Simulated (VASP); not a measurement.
Crystal: Be3Se2O.

```
Be Se O
1.0
     5.07348   -2.87002    0.00000
     5.07348    2.87002    0.00000
     0.00000    0.00000    5.44198
Be Se O
6 4 2
Cartesian
  6.4317 -1.1745 2.2499
  3.7153 -1.1745 2.2499
  5.0735 2.2422 1.7858
  6.4317 1.1745 4.9709
  3.7153 1.1745 4.9709
  5.0735 -2.2422 4.5068
  6.6928 -1.0073 0.0392
  6.6928 1.0073 2.7602
  3.4542 1.0073 2.7602
  3.4542 -1.0073 0.0392
  5.0735 -2.0284 2.7199
  5.0735 2.0284 5.4409
```

Base run:

```yaml
Program: VASP 6.6.1
Functional: r2SCAN
Potentials_or_basis: VASP PAW PBE potentials, release 64 (Be, Se, O)
Cutoff: 520 eV
k_mesh: 6 × 6 × 4
Occupations: gaussian, width 0.02 eV
Spin: no spin polarisation
```

Its results: band gap on the k mesh 3.53 eV, indirect (least direct gap 3.77 eV); pressure -0.7 GPa; largest force 0.056 eV/Å.

**Question.** The run is repeated on the same cell with these changes: functional from r2SCAN to PBE; further incar settings from ALGO = Normal; EDIFF = 1e-07; NBANDS = 36 to ALGO = Normal; EDIFF = 1e-06; NBANDS = 36. What comes out?

**Answer.** Band gap on the k mesh 3.02 eV, indirect (least direct gap 3.26 eV); pressure 0.3 GPa; largest force 0.014 eV/Å.

Caveats: the PAW data sets were made with another functional, which shifts forces and pressure a little (some runs).

A k mesh can miss the band edges.
